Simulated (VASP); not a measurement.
PrBe3Si, 5 atoms in the cell. Symmetry: I4mm, No. 107, tetragonal system. Conventional cell: a = 3.804 Å, b = 3.804 Å, c = 8.850 Å, α = 90.00°, β = 90.00°, γ = 90.00°. Pr (site symmetry 4mm) has 13 Be at 2.78 to 3.74 Å and 5 Si at 3.03 Å and 4 Pr at 3.80 Å within 3.9 Å. Within 2.8 Å of Be (site symmetry 4mm) lie 1 Si at 2.08 Å and 4 Be at 2.40 Å and 4 Pr at 2.78 Å. Be (site symmetry 2mm) has 2 Si at 2.10 Å and 6 Be at 2.40 to 2.69 Å and 4 Pr at 2.87 to 2.96 Å within 3.0 Å. Within 2.8 Å of Si (site symmetry 4mm) lie 5 Be at 2.08 to 2.10 Å. The cell was generated, and may not be a known phase.

* Program: VASP 6.6.1
* Task: relaxation of cell and atoms
* Functional: PBE
* Potentials or basis: VASP PAW PBE potentials, release 64 (Pr_3, Be, Si), 4f in core
* Cutoff: 600 eV
* k mesh: 6 × 6 × 6
* Occupations: gaussian, width 0.2 eV
* Spin: no spin polarisation
* Dipole correction: no
* Further INCAR settings: ALGO = Normal; EDIFF = 1e-07; IBRION = 2; EDIFFG = -0.08; NSW = 36; ISIF = 3

Potentials or basis: VASP PAW PBE potentials, release 64 (Pr_3, Be, Si), 4f in core.

The run is started by

```bash
$ cat potpaw_PBE.64/Pr_3/POTCAR potpaw_PBE.64/Be/POTCAR potpaw_PBE.64/Si/POTCAR > POTCAR
$ mpirun -np 1 vasp_std > vasp.out
```

Hardware: 1 thread of Intel(R) Xeon(R) 6975P-C (Granite Rapids), with other jobs on the host.

**Question.** How long does it take, and how much memory?

**Answer.** It took 3.9 min on 1 thread of Intel(R) Xeon(R) 6975P-C (Granite Rapids) (shared host), peak memory 0.3 GiB. Counts: scf iterations 94, k points 30, ion steps 9.
